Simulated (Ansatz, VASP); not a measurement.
Two plane-wave programs on SiGe

```
CELL_PARAMETERS angstrom
3.92039 0.00000 0.00000
-1.96020 3.39516 0.00000
0.00000 0.00000 6.47886
ATOMIC_POSITIONS crystal
Si 0.66667 0.33333 0.87450
Si 0.33333 0.66667 0.37450
Ge 0.66667 0.33333 0.50050
Ge 0.33333 0.66667 0.00050
```

Alike in both runs: task single point; functional LDA; k mesh 12 × 12 × 6; occupations gaussian, width 0.03 eV; no spin polarisation.

|  | VASP | Ansatz |
| --- | --- | --- |
| version | VASP 6.6.1 | Ansatz 0.2.0 |
| potentials or method | VASP PAW LDA potentials, release 64 (Si, Ge_d), cutoff 520 eV | scalar-relativistic, plane waves, PAW |
| valence electrons in the cell | 36 | 36 |

```csv
,VASP,Ansatz,Ansatz less VASP
gap on the k mesh at the Fermi level (eV),0.33,0.32,-0.013
least direct gap on the mesh (eV),0.33,0.32,-0.013
pressure (GPa),-2.9,-3.0,-0.08
rms of the force components (eV/Å),0.008,0.009,+0.0005
```

Ansatz warns that its potentials were made for another functional, while VASP's fit it. LDA's correlation is that of Perdew and Zunger in VASP and of Perdew and Wang (1992) in Ansatz. Atom by atom the forces differ by 0.000 eV/Å (rms over components).
